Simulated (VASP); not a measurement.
# MgO2 (R-3m) in VASP: a series of runs

Runs on MgO2. Level: r2SCAN. Tasks: single point.

All numbers are computed with VASP 6.6.1; they aren't measurements. Logs are shortened: lines on timing, memory, paths and dates and some standing lists are left out, and cuts for length are marked.

## (1) The cell of the first run

It takes space group R-3m (No. 166, trigonal). The conventional cell has a = 3.081 Å, b = 3.081 Å, c = 10.901 Å, α = 90.00°, β = 90.00°, γ = 120.00°. Within 2.7 Å of Mg (site symmetry -3m) lie 6 O at 2.06 Å. O (site symmetry 3m) has 1 O at 1.55 Å and 3 Mg at 2.06 Å within 2.1 Å.

## (2) Single point, r2SCAN (strain -0.040 along x and y, +0.040 along z)

Contents of POSCAR:

```
MgO2
1.0
    1.5405705754      0.8894488364      3.6337380299
   -1.5405705754      0.8894488364      3.6337380299
    0.0000000000     -1.7788976728      3.6337380299
Mg O
1 2
Direct
    0.0000000000      0.0000000000      0.0000000000
    0.4287860000      0.4287860000      0.4287860000
    0.5712140000      0.5712140000      0.5712140000
```

Contents of INCAR.step1:

```
SYSTEM = MgO2
PREC = Accurate
ENCUT = 520
ISMEAR = 0
SIGMA = 0.05
LREAL = .FALSE.
LASPH = .TRUE.
NELM = 80
NBANDS = 14
GGA = PE
ALGO = Normal
EDIFF = 1E-4
LWAVE = .TRUE.
LCHARG = .FALSE.
```

Contents of INCAR.step2:

```
SYSTEM = MgO2
PREC = Accurate
ENCUT = 520
EDIFF = 1E-6
ISMEAR = 0
SIGMA = 0.05
LREAL = .FALSE.
LASPH = .TRUE.
NELM = 80
ALGO = Normal
ISIF = 2
LWAVE = .FALSE.
LCHARG = .TRUE.
METAGGA = R2SCAN
LMIXTAU = .TRUE.
LELF = .TRUE.
LVHAR = .TRUE.
NBANDS = 14
ISTART = 1
```

Contents of KPOINTS:

```
Automatic mesh
0
G
  12 12 12
  0 0 0
```

Potentials or basis: VASP PAW PBE potentials, release 64 (Mg, O).

Command:

```bash
$ cat potpaw_PBE.64/Mg/POTCAR potpaw_PBE.64/O/POTCAR > POTCAR
$ cp INCAR.step1 INCAR
$ mpirun -np 1 vasp_std > vasp.out
$ cp INCAR.step2 INCAR
$ mpirun -np 1 vasp_std > vasp.out
```

OUTCAR:

```text
SYSTEM = MgO2
   PREC = Accurate
   ENCUT = 520
   EDIFF = 1E-6
   ISMEAR = 0
   LREAL = .FALSE.
   LASPH = .TRUE.
   NELM = 80
   ISIF = 2
   METAGGA = R2SCAN
   ISTART = 1

 ion  position               nearest neighbor table
   1  0.000  0.000  0.000-   3 2.06   2 2.06   3 2.06   3 2.06   2 2.06   2 2.06
   2  0.429  0.429  0.429-   3 1.55   1 2.06   1 2.06   1 2.06
   3  0.571  0.571  0.571-   2 1.55   1 2.06   1 2.06   1 2.06

  LATTYP: Found a trigonal (rhomboedric) cell.
 ALAT       =     4.0458038757
 COS(alpha) =     0.7100096536

  Lattice vectors:

 A1 = (   1.5405705754,   0.8894488364,   3.6337380299)
 A2 = (  -1.5405705754,   0.8894488364,   3.6337380299)
 A3 = (   0.0000000000,  -1.7788976728,   3.6337380299)

Analysis of symmetry for initial positions (statically):
=====================================================================
 Subroutine PRICEL returns:
 Original cell was already a primitive cell.

 Routine SETGRP: Setting up the symmetry group for a
 trigonal (rhombohedral) supercell.

 Subroutine GETGRP returns: Found 12 space group operations
 (whereof 12 operations were pure point group operations)
 out of a pool of 12 trial point group operations.

The static configuration has the point symmetry D_3d.

Analysis of symmetry for dynamics (positions and initial velocities):
=====================================================================
 Subroutine PRICEL returns:
 Original cell was already a primitive cell.

 Routine SETGRP: Setting up the symmetry group for a
 trigonal (rhombohedral) supercell.

 Subroutine GETGRP returns: Found 12 space group operations
 (whereof 12 operations were pure point group operations)
 out of a pool of 12 trial point group operations.

The dynamic configuration has the point symmetry D_3d.

 Subroutine INISYM returns: Found 12 space group operations
 (whereof 12 operations are pure point group operations),
 and found     1 'primitive' translations

----------------------------------------------------------------------------------------

                                     Primitive cell

  volume of cell :      29.8750

  direct lattice vectors                    reciprocal lattice vectors
     1.540570575  0.889448836  3.633738030     0.324555076  0.187381960  0.091732902
    -1.540570575  0.889448836  3.633738030    -0.324555076  0.187381960  0.091732902
     0.000000000 -1.778897673  3.633738030     0.000000000 -0.374763921  0.091732902

  length of vectors
     4.045803876  4.045803876  4.045803876     0.385827580  0.385827580  0.385827580

  position of ions in fractional coordinates (direct lattice)
     0.000000000  0.000000000  0.000000000
     0.428786000  0.428786000  0.428786000
     0.571214000  0.571214000  0.571214000

  ion indices of the primitive-cell ions
   primitive index   ion index
                 1           1
                 2           2
                 3           3

----------------------------------------------------------------------------------------

 KPOINTS: Automatic mesh

Automatic generation of k-mesh.
 Grid dimensions read from file:
 generate k-points for:   12   12   12

 Generating k-lattice:

  Cartesian coordinates                     Fractional coordinates (reciprocal lattice)
     0.027046256  0.015615163  0.007644408     0.083333333  0.000000000  0.000000000
    -0.027046256  0.015615163  0.007644408     0.000000000  0.083333333  0.000000000
     0.000000000 -0.031230327  0.007644408     0.000000000  0.000000000  0.083333333

  Length of vectors
     0.032152298  0.032152298  0.032152298

  Shift w.r.t. Gamma in fractional coordinates (k-lattice)
     0.000000000  0.000000000  0.000000000

 Subroutine IBZKPT returns following result:
 ===========================================

 Found    189 irreducible k-points:

 Following reciprocal coordinates:
            Coordinates               Weight
  0.000000  0.000000  0.000000      1.000000
  0.083333 -0.000000 -0.000000      6.000000
  0.166667  0.000000  0.000000      6.000000
  0.250000 -0.000000  0.000000      6.000000
  0.333333 -0.000000  0.000000      6.000000
  0.416667 -0.000000  0.000000      6.000000
[... 16 lines left out ...]
  0.500000  0.166667 -0.000000     12.000000
 -0.416667  0.166667  0.000000     12.000000
 [... further k-points ...]
   k-points           NKPTS =    189   k-points in BZ     NKDIM =    189   number of bands    NBANDS=     14
   number of dos      NEDOS =    301   number of ions     NIONS =      3
   total plane-waves  NPLWV =  27000
   dimension x,y,z NGX =    30 NGY =   30 NGZ =   30
   dimension x,y,z NGXF=    60 NGYF=   60 NGZF=   60
   ions per type =               1   2
   NGX,Y,Z   is equivalent  to a cutoff of  12.33, 12.33, 12.33 a.u.
   NGXF,Y,Z  is equivalent  to a cutoff of  24.65, 24.65, 24.65 a.u.
 SYSTEM =  MgO2
   PREC   = accura    normal or accurate (medium, high low for compatibility)
   ISTART =      1    job   : 0-new  1-cont  2-samecut
   ICHARG =      0    charge: 1-file 2-atom 10-const
   ISPIN  =      1    spin polarized calculation?
   LNONCOLLINEAR =      F non collinear calculations
   LSORBIT =      F    spin-orbit coupling
   LASPH  =      T    aspherical Exc in radial PAW
   ENCUT  =  520.0 eV  38.22 Ry    6.18 a.u.   7.52  7.52  7.52*2*pi/ulx,y,z
   NELM   =     80;   NELMIN=  2; NELMDL=  0     # of ELM steps
   EDIFF  = 0.1E-05   stopping-criterion for ELM
   LREAL  =      F    real-space projection
   EDIFFG = 0.1E-04   stopping-criterion for IOM
   NSW    =      0    number of steps for IOM
   IBRION =     -1    ionic relax: 0-MD 1-quasi-New 2-CG
   NFREE  =      0    steps in history (QN), initial steepest desc. (CG)
   ISIF   =      2    stress and relaxation
   ISYM   =      2    0-nonsym 1-usesym 2-fastsym
   POTIM  = 0.5000    time-step for ionic-motion
   TEBEG  =    0.0;   TEEND  =   0.0 temperature during run
   PSTRESS=    0.0 pullay stress
   NELECT =      14.0000    total number of electrons
   NUPDOWN=      -1.0000    fix difference up-down
   EMIN   =  10.00;   EMAX   =-10.00  energy-range for DOS
   EFERMI =   0.00;   METHOD = LEGACY
   ISMEAR =     0;   SIGMA  =   0.05  broadening in eV -4-tet -1-fermi 0-gaus
   EFERMI_NEDOS =   21; number of points for ismear=-14 and -15
   IALGO  =     38    algorithm
   IMIX   =      4    mixing-type and parameters
     AMIX     =   0.40;   BMIX     =  1.00
     AMIX_MAG =   1.60;   BMIX_MAG =  1.00
  volume/ion in A,a.u.               =       9.96        67.20
  Fermi-wavevector in a.u.,A,eV,Ry     =   1.271594  2.402964 21.999947  1.616951
  Thomas-Fermi vector in A             =   2.404518
   LORBIT       =      0    0 simple, 1 ext, 2 COOP (PROOUT), +10 PAW based schemes
   METAGGA = R2SCAN    functional components
   LHFCALC =     F    Hartree Fock is set to
   AEXX    =    0.0000 exact exchange contribution
   IVDW    =     0    specifies the selected vdW correction
   LEPSILON=     F    determine dielectric tensor
   LRPA    =     F    only Hartree local field effects (RPA)
 non-spin polarized calculation
 Gauss-broadening in eV      SIGMA  =   0.05
  energy-cutoff  :      520.00
  volume of cell :       29.87
 maximum number of plane-waves:       820
   NGX = 15   NGY = 15   NGZ = 15

 number of electron      13.9999999 magnetization

 Free energy of the ion-electron system (eV)
  ---------------------------------------------------
  ext. energy  EPLUGINS =         0.00000000
  ---------------------------------------------------
  free energy    TOTEN  =       -21.44051966 eV

  energy without entropy =      -21.44051966  energy(sigma->0) =      -21.44051966

 E-fermi :   2.5453     XC(G=0): -11.0094

 val. band max:        2.2111774402   @ k =   0.5000   0.5000   0.5000
 cond. band min:       4.1658210228   @ k =   0.5000   0.5000   0.5000
 fundamental gap:      1.9546435826
 Fermi energy:         2.5453384003

 k-point     1 :       0.0000    0.0000    0.0000
  band No.  band energies     occupation
      1     -19.4927      2.00000
      2     -13.6078      2.00000
      3      -5.2051      2.00000
      4      -0.6213      2.00000
      5      -0.6213      2.00000
      6       1.4612      2.00000
      7       1.4612      2.00000
      8       7.0720      0.00000
      9       8.5285      0.00000
     10      15.2925      0.00000
     11      17.1026      0.00000
     12      19.2660      0.00000
     13      19.2660      0.00000
     14      21.2854      0.00000

 k-point     2 :       0.0833   -0.0000   -0.0000
  band No.  band energies     occupation
      1     -19.4528      2.00000
      2     -13.6183      2.00000
      3      -5.1477      2.00000
      4      -0.8513      2.00000
      5      -0.6528      2.00000
      6       1.3791      2.00000
      7       1.4295      2.00000
      8       7.0313      0.00000
      9       8.8557      0.00000
     10      15.3674      0.00000
     11      17.1892      0.00000
     12      18.4746      0.00000
     13      19.4875      0.00000
     14      20.8669      0.00000

 k-point     3 :       0.1667    0.0000    0.0000
  band No.  band energies     occupation
      1     -19.3416      2.00000
      2     -13.6476      2.00000
      3      -4.9899      2.00000
      4      -1.4357      2.00000
      5      -0.7376      2.00000
      6       1.1808      2.00000
      7       1.3439      2.00000
      8       6.9245      0.00000
      9       9.6840      0.00000
     10      15.5459      0.00000
     11      17.1147      0.00000
     12      17.4807      0.00000
     13      19.9616      0.00000
     14      20.1170      0.00000
[... 324 lines left out ...]
 k-point    23 :       0.5000    0.1667   -0.0000
  band No.  band energies     occupation
      1     -18.8173      2.00000
      2     -13.8712      2.00000
      3      -3.9861      2.00000
      4      -3.3222      2.00000
      5      -1.4754      2.00000
      6       0.6019      2.00000
      7       1.0348      2.00000
      8       6.1275      0.00000
      9      13.3081      0.00000
     10      14.5208      0.00000
     11      16.1227      0.00000
     12      17.6600      0.00000
     13      18.3805      0.00000
     14      21.8989      0.00000

 k-point    24 :      -0.4167    0.1667    0.0000
  band No.  band energies     occupation
      1     -18.7994      2.00000
      2     -13.8155      2.00000
      3      -4.1396      2.00000
      4      -3.2786      2.00000
      5      -1.5366      2.00000
      6       0.6710      2.00000
      7       0.7985      2.00000
      8       6.2212      0.00000
      9      13.3472      0.00000
     10      14.7448      0.00000
     11      16.4485      0.00000
     12      17.5172      0.00000
     13      18.0887      0.00000
     14      21.7556      0.00000

 [... further k-points ...]

------------------------ aborting loop because EDIFF is reached ----------------------------------------

  FORCE on cell =-STRESS in cart. coord.  units (eV):
  Direction    XX          YY          ZZ          XY          YZ          ZX
  --------------------------------------------------------------------------------------
  -------------------------------------------------------------------------------------
  Total        1.1256110      1.1256110     -4.5222716      0.0000000      0.0000000      0.0000000
  in kB       60.3658720     60.3658720   -242.5268291      0.0000000      0.0000000      0.0000000
  external PRESSURE =     -40.5983617 kB  Pullay stress =       0.0000000 kB

 VOLUME and BASIS-vectors are now :
 -----------------------------------------------------------------------------
  energy-cutoff  :      520.00
  volume of cell :       29.87
      direct lattice vectors                 reciprocal lattice vectors
     1.540570575  0.889448836  3.633738030     0.324555076  0.187381960  0.091732902
    -1.540570575  0.889448836  3.633738030    -0.324555076  0.187381960  0.091732902
     0.000000000 -1.778897673  3.633738030     0.000000000 -0.374763921  0.091732902

 POSITION                                       TOTAL-FORCE (eV/Angst)
 -----------------------------------------------------------------------------------
      0.00000      0.00000      0.00000         0.000000     -0.000000     -0.000000
      0.00000      0.00000      4.67429         0.000000     -0.000000      1.318546
      0.00000      0.00000      6.22693         0.000000      0.000000     -1.318546
 -----------------------------------------------------------------------------------
    total drift:                                0.000000     -0.000000      0.000000

  FREE ENERGIE OF THE ION-ELECTRON SYSTEM (eV)
  ---------------------------------------------------
  free  energy   TOTEN  =       -21.4405196608 eV

  energy  without entropy=      -21.4405196608  energy(sigma->0) =      -21.44051966
```

Run time: 3.6 min. Hardware: 1 thread of AMD EPYC 9R45 (Zen 5), shared host; peak memory 0.19 GiB.

Results:

```yaml
Free_energy: -21.4405 eV
Pressure: -4.1 GPa
Largest_force: 1.319 eV/Å
Band_gap_on_the_k_mesh: 1.95 eV
```

Forces on the atoms (eV/Å):
```
Mg   0.000  0.000  0.000
O    0.000  0.000  1.319
O    0.000  0.000 -1.319
```

Caveat: the cell differs from its parent crystal (strain -0.040 along x and y, +0.040 along z); the cell stands under tension; the PAW data sets were made with another functional, which shifts forces and pressure a little. A k mesh can miss the band edges.

## (3) Single point, r2SCAN (strain -0.040 along x and y, +0.080 along z)

Contents of POSCAR:

```
MgO2
1.0
    1.5405705754      0.8894488364      3.7734971849
   -1.5405705754      0.8894488364      3.7734971849
    0.0000000000     -1.7788976728      3.7734971849
Mg O
1 2
Direct
    0.0000000000      0.0000000000      0.0000000000
    0.4287860000      0.4287860000      0.4287860000
    0.5712140000      0.5712140000      0.5712140000
```

Contents of INCAR.step1:

```
PREC = Accurate
ENCUT = 520
ISMEAR = 0
SIGMA = 0.05
LREAL = False
LASPH = True
NELM = 80
NBANDS = 14
GGA = PE
ALGO = Normal
EDIFF = 1E-4
LWAVE = True
LCHARG = False
```

Contents of INCAR.step2:

```
PREC = Accurate
ENCUT = 520
EDIFF = 1E-6
ISMEAR = 0
SIGMA = 0.05
LREAL = False
LASPH = True
NELM = 80
ALGO = Normal
ISIF = 2
LWAVE = False
LCHARG = True
METAGGA = R2SCAN
LMIXTAU = True
LELF = True
LVHAR = True
NBANDS = 14
ISTART = 1
```

Contents of KPOINTS:

```
Automatic mesh
0
Gamma
  12 12 12
```

Potentials or basis: VASP PAW PBE potentials, release 64 (Mg, O).

Command:

```bash
$ cat potpaw_PBE.64/Mg/POTCAR potpaw_PBE.64/O/POTCAR > POTCAR
$ cp INCAR.step1 INCAR
$ mpirun -np 1 vasp_std > vasp.out
$ cp INCAR.step2 INCAR
$ mpirun -np 1 vasp_std > vasp.out
```

OUTCAR:

```text
PREC = Accurate
   ENCUT = 520
   EDIFF = 1E-6
   ISMEAR = 0
   LREAL = False
   LASPH = True
   NELM = 80
   ISIF = 2
   METAGGA = R2SCAN
   ISTART = 1

 ion  position               nearest neighbor table
   1  0.000  0.000  0.000-   3 2.08   2 2.08   3 2.08   3 2.08   2 2.08   2 2.08
   2  0.429  0.429  0.429-   3 1.61   1 2.08   1 2.08   1 2.08
   3  0.571  0.571  0.571-   2 1.61   1 2.08   1 2.08   1 2.08

  LATTYP: Found a trigonal (rhomboedric) cell.
[... 603 lines left out ...]

  FORCE on cell =-STRESS in cart. coord.  units (eV):
  Direction    XX          YY          ZZ          XY          YZ          ZX
  --------------------------------------------------------------------------------------
  -------------------------------------------------------------------------------------
  Total        0.9924433      0.9924433     -7.6717818      0.0000000     -0.0000000      0.0000000
  in kB       51.2529003     51.2529003   -396.1949834      0.0000000     -0.0000000      0.0000000
  external PRESSURE =     -97.8963943 kB  Pullay stress =       0.0000000 kB

 VOLUME and BASIS-vectors are now :
 -----------------------------------------------------------------------------
  energy-cutoff  :      520.00
  volume of cell :       31.02
      direct lattice vectors                 reciprocal lattice vectors
     1.540570575  0.889448836  3.773497185     0.324555076  0.187381960  0.088335387
    -1.540570575  0.889448836  3.773497185    -0.324555076  0.187381960  0.088335387
     0.000000000 -1.778897673  3.773497185     0.000000000 -0.374763921  0.088335387

 POSITION                                       TOTAL-FORCE (eV/Angst)
 -----------------------------------------------------------------------------------
      0.00000      0.00000      0.00000        -0.000000     -0.000000      0.000000
      0.00000      0.00000      4.85407         0.000000     -0.000000      1.722842
      0.00000      0.00000      6.46642         0.000000      0.000000     -1.722842
 -----------------------------------------------------------------------------------
    total drift:                               -0.000000      0.000000      0.000000

  FREE ENERGIE OF THE ION-ELECTRON SYSTEM (eV)
  ---------------------------------------------------
  free  energy   TOTEN  =       -21.2111756166 eV

  energy  without entropy=      -21.2111756166  energy(sigma->0) =      -21.21117562
```

OUTCAR.step1:

```text
PREC = Accurate
   ENCUT = 520
   ISMEAR = 0
   LREAL = False
   LASPH = True
[... 633 lines left out ...]
      0.00000      0.00000      0.00000         0.000000      0.000000      0.000000
      0.00000      0.00000      4.85407         0.000000      0.000000      1.623214
      0.00000      0.00000      6.46642         0.000000     -0.000000     -1.623214
 -----------------------------------------------------------------------------------
    total drift:                               -0.000000     -0.000000      0.000000

  FREE ENERGIE OF THE ION-ELECTRON SYSTEM (eV)
  ---------------------------------------------------
  free  energy   TOTEN  =       -16.0446437079 eV

  energy  without entropy=      -16.0446437079  energy(sigma->0) =      -16.04464371
```

Wall time 4.1 min (1 thread of AMD EPYC 9R45 (Zen 5), shared host); peak memory 0.21 GiB.

Results:

| Property | Result |
| --- | --- |
| Free energy | -21.2112 eV |
| Pressure | -9.8 GPa |
| Largest force | 1.723 eV/Å |
| Band gap on the k mesh | 1.24 eV |

Forces on the atoms (eV/Å):
```
Mg   0.000  0.000  0.000
O    0.000  0.000  1.723
O    0.000  0.000 -1.723
```

Levels at points of the mesh, in eV from the valence-band top:
```
           k point  band 5  band 6  band 7  band 8  band 9  band 10
(0.00, 0.00, 0.00)   -2.40   -0.65   -0.65    4.22    6.47    12.65
(0.50, 0.00, 0.00)   -2.85   -1.55   -1.10    3.41   10.41    12.58
(0.50, 0.50, 0.00)   -3.38   -2.34   -0.30    2.64   10.13    13.00
(0.50, 0.50, 0.50)   -2.86    0.00    0.00    1.24    7.23    10.26
```

Caveat: the cell differs from its parent crystal (strain -0.040 along x and y, +0.080 along z); the cell stands under tension; the PAW data sets were made with another functional, which shifts forces and pressure a little.
